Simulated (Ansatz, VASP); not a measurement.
# Sb in VASP and in Ansatz

Contents of INCAR:

```
SYSTEM = Sb
PREC = Accurate
ENCUT = 520
EDIFF = 1E-6
ISMEAR = 0
SIGMA = 0.1
LREAL = .False.
LASPH = .True.
NELM = 80
ALGO = Normal
ISIF = 2
LWAVE = .False.
LCHARG = .True.
GGA = PE
LELF = .True.
LVHAR = .True.
NBANDS = 24
```

Contents of KPOINTS:

```
Automatic mesh
0
Gamma
  6 6 1
  0 0 0
```

The input POSCAR:

```
Sb
1.0
    3.4908476700      0.0000000000      0.0000000000
   -1.7454238300      3.0231627600      0.0000000000
    0.0000000000      0.0000000000     17.0328287200
Sb
6
Direct
    0.6666666700      0.3333333300      0.6667871500
    0.6666666700      0.3333333300      0.3332128500
    0.6666666700      0.3333333300      0.0000000000
    0.0000000000      0.0000000000      0.8290675900
    0.0000000000      0.0000000000      0.5000000000
    0.0000000000      0.0000000000      0.1709324100
```

Input for Ansatz:

```yaml
crystal:
  lattice:
    - [3.49084767, 0.0, 0.0]
    - [-1.74542383, 3.02316276, 0.0]
    - [0.0, 0.0, 17.03282872]
  atoms:
    - { symbol: Sb, position: [0.66666667, 0.33333333, 0.66678715] }
    - { symbol: Sb, position: [0.66666667, 0.33333333, 0.33321285] }
    - { symbol: Sb, position: [0.66666667, 0.33333333, 0.0] }
    - { symbol: Sb, position: [0.0, 0.0, 0.82906759] }
    - { symbol: Sb, position: [0.0, 0.0, 0.5] }
    - { symbol: Sb, position: [0.0, 0.0, 0.17093241] }
basis:
  ecutwfc: 420
kpoints:
  mp_grid: { grid: [6, 6, 1] }
hamiltonian:
  xc: pbe
scf:
  occupations: { method: gaussian, width: 0.1 }
  lower_state_search: "off"
output:
  forces: true
  stress: true
  eigenvalues: true
```

Alike in both runs: task single point; functional PBE; k mesh 6 × 6 × 1; occupations gaussian, width 0.1 eV; no spin polarisation.

|  | VASP | Ansatz |
| --- | --- | --- |
| version | VASP 6.6.1 | Ansatz 0.2.0 |
| potentials or method | VASP PAW PBE potentials, release 64 (Sb), cutoff 520 eV | scalar-relativistic, plane waves, PAW |
| valence electrons in the cell | 30 | 90 |

```csv
,VASP,Ansatz,Ansatz less VASP
gap on the k mesh at the Fermi level (eV),none,none,-
pressure (GPa),-4.9,-4.7,+0.12
"traceless stress, the component that is largest in VASP (GPa)",2.55,2.55,-0.001
rms of the force components (eV/Å),0.070,0.070,+0.0001
```

Atom by atom the forces differ by 0.000 eV/Å (rms over components). A gap of «none» marks a metal or a gap that the smearing closes. VASP's potentials hold 30 valence electrons a cell and Ansatz's 90, so a difference there can come from the potentials and not from the codes.

The k mesh is coarse, so the values compare programs but aren't converged. Neither program's run includes spin-orbit coupling.
